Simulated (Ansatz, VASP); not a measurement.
## One calculation of HC6, two programs

```
CELL_PARAMETERS angstrom
5.05104 0.00000 0.00000
0.00000 2.52552 0.00000
0.00000 0.00000 25.94237
ATOMIC_POSITIONS crystal
C 0.91053 0.00000 0.31348
C 0.58935 0.00000 0.31344
C 0.51781 0.50000 0.34467
C 0.98196 0.50000 0.34474
C 0.25010 0.50000 0.37593
C 0.74955 0.50000 0.38309
C 0.74962 0.00000 0.41601
C 0.25010 0.00000 0.41176
C 0.49688 0.00000 0.44857
C 0.00303 0.00000 0.44818
C 0.00305 0.50000 0.48248
C 0.49689 0.50000 0.48309
C 0.75311 0.50000 0.51691
C 0.24695 0.50000 0.51752
C 0.24697 0.00000 0.55182
C 0.75312 0.00000 0.55143
C 0.99990 0.00000 0.58824
C 0.50038 0.00000 0.58399
C 0.50045 0.50000 0.61691
C 0.99990 0.50000 0.62407
C 0.26804 0.50000 0.65526
C 0.73219 0.50000 0.65533
C 0.66065 0.00000 0.68656
C 0.33947 0.00000 0.68652
H 0.74486 0.00000 0.72566
H 0.25498 0.00000 0.72559
H 0.99501 0.00000 0.27441
H 0.50514 0.00000 0.27434
```

Alike in both runs: functional PBE; k mesh 4 × 7 × 1; occupations gaussian, width 0.03 eV; no spin polarisation.

Ansatz relaxed the structure, and its values are those at the end. VASP's run is a single point on that final structure, the one shown.

|  | VASP | Ansatz |
| --- | --- | --- |
| version | VASP 6.6.1 | Ansatz 0.2.0 |
| potentials or method | VASP PAW PBE potentials, release 64 (C, H), cutoff 520 eV | scalar-relativistic, plane waves, PAW |
| valence electrons in the cell | 100 | 100 |

```tsv
	VASP	Ansatz	Ansatz less VASP
gap on the k mesh at the Fermi level (eV)	3.06	3.06	-0.009
least direct gap on the mesh (eV)	3.06	3.06	-0.009
rms of the force components (eV/Å)	0.011	0.007	-0.0047
```

With one functional, cell and mesh, what is left measures potentials, basis and numerics.
